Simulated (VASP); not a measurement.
Wanted: the native input for a VASP 6.6.1 run.

```
Task                   : single point
Functional             : PBE
Potentials or basis    : VASP PAW PBE potentials, release 64 (Al, Co)
Cutoff                 : 520 eV
k mesh                 : 12 × 12 × 10
Occupations            : gaussian, width 0.1 eV
Spin                   : no spin polarisation
Dipole correction      : no
Further INCAR settings : ALGO = Fast; EDIFF = 1e-07; NBANDS = 27
```

The structure of AlCo lies in POSCAR:

```
AlCo
1.0
    5.1259579899      0.0000000000      0.0000000000
   -2.5629789949      4.4392098379      0.0000000000
    0.0000000000      0.0000000000      3.8151564778
Al Co
3 3
Direct
    0.5000000000      0.0000000000      0.0000000000
    0.5000000000      0.5000000000      0.0000000000
    0.0000000000      0.5000000000      0.0000000000
    0.0000000000      0.0000000000      0.0000000000
    0.3333333333      0.6666666667      0.5000000000
    0.6666666667      0.3333333333      0.5000000000
```

These files were run (other wordings do the same):

INCAR

```
  ALGO = Fast
  EDIFF = 1E-7
  ENCUT = 520
  GGA = PE
  ISIF = 2
  ISMEAR = 0
  LASPH = T
  LCHARG = F
  LREAL = F
  LWAVE = F
  NBANDS = 27
  NELM = 80
  PREC = Accurate
  SIGMA = 0.1
```

KPOINTS

```
k-points
0
Gamma
  12 12 10
```

Potentials or basis: VASP PAW PBE potentials, release 64 (Al, Co).

Launch:

```sh
$ cat potpaw_PBE.64/Al/POTCAR potpaw_PBE.64/Co/POTCAR > POTCAR
$ mpirun -np 1 vasp_std > vasp.out
```

Results of the run:

The pressure is 0.1 GPa. The band gap on the k mesh is zero (bands 18 and 19 overlap by 0.48 eV).

Caveat: the run has no spin polarisation, though such a crystal can be magnetic.

Wall time 10 min on 1 thread of AMD EPYC 7R13, with other jobs on the host, peak memory 0.33 GiB.
